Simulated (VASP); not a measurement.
BN:

```xyz
4
Lattice="2.4982 0.0000 0.0000 -1.2491 2.1635 0.0000 0.0000 0.0000 6.6357" Properties=species:S:1:pos:R:3 pbc="T T T"
N     1.2491    0.7212    1.6589
N     0.0000    1.4424    4.9768
B     1.2491    0.7212    4.9768
B     0.0000    1.4424    1.6589
```

- Program: VASP 6.6.1
- Task: relaxation of cell and atoms
- Functional: RPBE
- Potentials or basis: VASP PAW PBE potentials, release 64 (N, B)
- Cutoff: 600 eV
- k mesh: 12 × 12 × 4
- Occupations: fermi-dirac, width 0.05 eV
- Spin: no spin polarisation

At the start: pressure 9.0 GPa; volume 8.97 Å³/atom.

How do energy, volume and symmetry change on relaxing?

Over 9 steps the energy falls by 31.9 meV/atom and the volume is 11.01 Å³/atom (+22.8 %); space group P6_3/mmc (No. 194, to 0.05 Å).

The path:
```
step  energy change (eV)  largest force (eV/Å)  pressure (GPa)  volume (Å³)
   1              0.0000                0.0000            8.97        35.87
   2              0.0453                0.0000          -10.58        38.53
   3             -0.0298                0.0000            0.73        36.87
   4             -0.0425                0.0000            0.65        37.33
   5             -0.0740                0.0000            0.45        38.70
   6             -0.1142                0.0000            0.21        41.44
   7             -0.1070                0.0000           -0.77        46.90
   8             -0.1267                0.0000           -0.02        43.42
   9             -0.1275                0.0000           -0.09        44.03
```

Final structure:
```
CELL_PARAMETERS angstrom
2.52432 0.00000 0.00000
-1.26216 2.18612 0.00000
0.00000 0.00000 7.97876
ATOMIC_POSITIONS crystal
N 0.66667 0.33333 0.25000
N 0.33333 0.66667 0.75000
B 0.66667 0.33333 0.75000
B 0.33333 0.66667 0.25000
```

Caveat: the volume moved by over 15 % at a fixed basis, so the end points are rough; the PAW data sets were made with another functional, which shifts forces and pressure a little; this functional lacks dispersion, which binds the layers, so the pressure and a relaxed spacing across them are unreliable; the volume moved by +23 % from the deposited cell, more than functionals usually miss.
